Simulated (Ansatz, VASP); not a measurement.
**ZnCu: VASP beside Ansatz**

```
CELL_PARAMETERS angstrom
2.96324 0.00000 0.00000
0.00000 2.96324 0.00000
0.00000 0.00000 2.96324
ATOMIC_POSITIONS crystal
Zn 0.50000 0.50000 0.50000
Cu 0.00000 0.00000 0.00000
```

Alike in both runs: task electric field gradients; functional PBE; k mesh 14 × 14 × 14; occupations fermi-dirac, width 0.05 eV; no spin polarisation.

|  | VASP | Ansatz |
| --- | --- | --- |
| version | VASP 6.6.1 | Ansatz 0.2.0 |
| potentials or method | VASP PAW PBE potentials, release 64 (Zn, Cu), cutoff 520 eV | all-electron PAW with datasets made for the crystal, scalar-relativistic |

Ansatz gave:

* pressure (GPa): 0.0

**Question.** What did VASP give for the same quantities?

**Answer.** Pressure (GPa): 0.6.

Ansatz ran all-electron here, and VASP with PAW potentials.
